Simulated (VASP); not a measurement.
A run of VASP 6.6.1 is set up as follows.

Contents of INCAR:

```
SYSTEM = TeAs
PREC = Accurate
ENCUT = 500
EDIFF = 1E-6
ISMEAR = 0
SIGMA = 0.15
LREAL = .FALSE.
LASPH = .TRUE.
NELM = 120
ALGO = Normal
ISIF = 2
LWAVE = .FALSE.
LCHARG = .FALSE.
GGA = PS
IVDW = 12
NBANDS = 12
GGA_COMPAT = .FALSE.
```

File KPOINTS:

```
regular mesh
0
G
  18 18 18
  0 0 0
```

File POSCAR:

```
TeAs
1.0
    0.0000000000      2.8874411427      2.8874411427
    2.8874411427      0.0000000000      2.8874411427
    2.8874411427      2.8874411427      0.0000000000
Te As
1 1
Direct
    0.5865818514      0.5865818514      0.4134181486
    0.0000000000      0.0000000000      0.0000000000
```

Potentials or basis: VASP PAW PBE potentials, release 64 (Te, As).

Command:

```console
$ cat potpaw_PBE.64/Te/POTCAR potpaw_PBE.64/As/POTCAR > POTCAR
$ mpirun -np 1 vasp_std > vasp.out
```

(1) Predict the dispersion energy per atom.

(2) Predict the pressure.

(3) Predict the largest force.

Results:

(1) -0.444 eV.

(2) 9.0 GPa.

(3) 3.089 eV/Å.

Caveat: the cell differs from its parent crystal (all Te atoms moved -0.500 Å, as atom 1 towards its neighbour atom 2 (As) at 2.887 Å); the cell stands under pressure; the PAW data sets were made with another functional, which shifts forces and pressure a little.
